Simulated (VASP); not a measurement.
Input of a VASP 6.6.1 run:

Contents of INCAR:

```
PREC = Accurate ; ENCUT = 520
EDIFF = 1E-7 ; ISMEAR = -1
SIGMA = 0.02 ; LREAL = False
LASPH = True ; NELM = 100
ALGO = Normal ; ISIF = 2
LWAVE = False ; LCHARG = True
GGA = PE ; LELF = True
LVHAR = True ; NBANDS = 16
```

File KPOINTS:

```
Automatic mesh
0
Gamma
  6 6 6
```

The input POSCAR:

```
InSb
1.0
    0.0000000000      3.2795130175      3.2795130175
    3.2795130175      0.0000000000      3.2795130175
    3.2795130175      3.2795130175      0.0000000000
In Sb
1 1
Direct
    0.0000000000      0.0000000000      0.0000000000
    0.2500000000      0.2500000000      0.2500000000
```

Potentials or basis: VASP PAW PBE potentials, release 64 (In_d, Sb).

Command:

```sh
$ cat potpaw_PBE.64/In_d/POTCAR potpaw_PBE.64/Sb/POTCAR > POTCAR
$ mpirun -np 1 vasp_std > vasp.out
```

(1) Estimate the pressure.

(2) Estimate the band gap on the k mesh.

Results:

(1) 1.4 GPa.

(2) zero (filled and empty bands touch).

Caveat: semilocal functionals underestimate gaps, and a narrow one can read as zero; spin-orbit coupling is left out, which moves the levels of the heavy elements.
